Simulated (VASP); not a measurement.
Sc:

```
CELL_PARAMETERS angstrom
3.28000 0.00000 0.00000
-1.64000 2.84056 0.00000
0.00000 0.00000 5.35624
ATOMIC_POSITIONS crystal
Sc 0.33333 0.66667 0.25000
Sc 0.66667 0.33333 0.75000
```

```yaml
Program: VASP 6.6.1
Task: relaxation of cell and atoms
Functional: r2SCAN
Potentials_or_basis: VASP PAW PBE potentials, release 64 (Sc_sv)
Cutoff: 600 eV
k_mesh: 9 × 9 × 5
Occupations: gaussian, width 0.1 eV
Spin: no spin polarisation
```

At the start: pressure 0.4 GPa; volume 24.95 Å³/atom.

Task: How do energy, volume and symmetry change on relaxing?

Result: Over 6 steps the energy falls by 8.2 meV/atom and the volume is 25.04 Å³/atom (+0.3 %); space group P6_3/mmc (No. 194, to 0.05 Å).

Step by step:
```csv
step,energy change (eV),largest force (eV/Å),pressure (GPa),volume (Å³)
1,0.0000,0.0000,0.35,49.90
2,-0.0134,0.0000,-0.20,50.29
3,-0.0157,0.0000,-0.48,50.52
4,-0.0157,0.0000,-0.46,50.51
5,-0.0163,0.0000,0.14,49.95
6,-0.0164,0.0000,0.02,50.07
```

Final structure:
```
CELL_PARAMETERS angstrom
3.33223 0.00000 0.00000
-1.66612 2.88580 0.00000
0.00000 0.00000 5.20731
ATOMIC_POSITIONS crystal
Sc 0.33333 0.66667 0.25000
Sc 0.66667 0.33333 0.75000
```

Caveat: the PAW data sets were made with another functional, which shifts forces and pressure a little.
